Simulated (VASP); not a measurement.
**Cu: single point with LDA**

The system is Cu.

```
Cu
1.0
    -1.39170    1.39170    1.27405
     1.39170   -1.39170    1.27405
     1.39170    1.39170   -1.27405
Cu
1
Cartesian
  0.0000 0.0000 0.0000
```

| Item | Value |
| --- | --- |
| Program | VASP 6.6.1 |
| Task | single point |
| Functional | LDA |
| Potentials or basis | VASP PAW LDA potentials, release 64 (Cu) |
| Cutoff | 520 eV |
| k mesh | 22 × 22 × 22 |
| Occupations | gaussian, width 0.15 eV |
| Spin | no spin polarisation |
| Dipole correction | no |
| Further INCAR settings | ALGO = Normal; EDIFF = 1e-06; NBANDS = 12 |

```json
{
  "Pressure": "25.6 GPa",
  "Band gap on the k mesh": "zero (an odd number of electrons rules out a gap without spin polarisation)"
}
```

Stress tensor (GPa, compression positive):
```
24.94  0.00  0.00
 0.00 24.94  0.00
 0.00  0.00 26.90
```

Levels at points of the mesh, in eV from the Fermi level:
```
           k point  band 3  band 4  band 5  band 6  band 7  band 8  band 9  band 10
(0.00, 0.00, 0.00)   -3.66   -3.66   -2.81   -2.29   25.77   25.77   28.46    30.93
(0.50, 0.00, 0.00)   -2.56   -2.12   -1.54   -0.81    5.75   18.22   18.83    22.98
(0.50, 0.50, 0.00)   -2.91   -2.48   -1.60   -1.59    4.66   20.64   21.86    25.34
(0.50, 0.50, 0.50)   -1.80   -1.80   -1.68    7.73    7.73   11.58   14.15    15.33
```

Wall time 120 s on 1 thread of Intel Xeon 8259CL (shared host), peak memory 0.2 GiB.

Caveat: the cell stands under pressure.
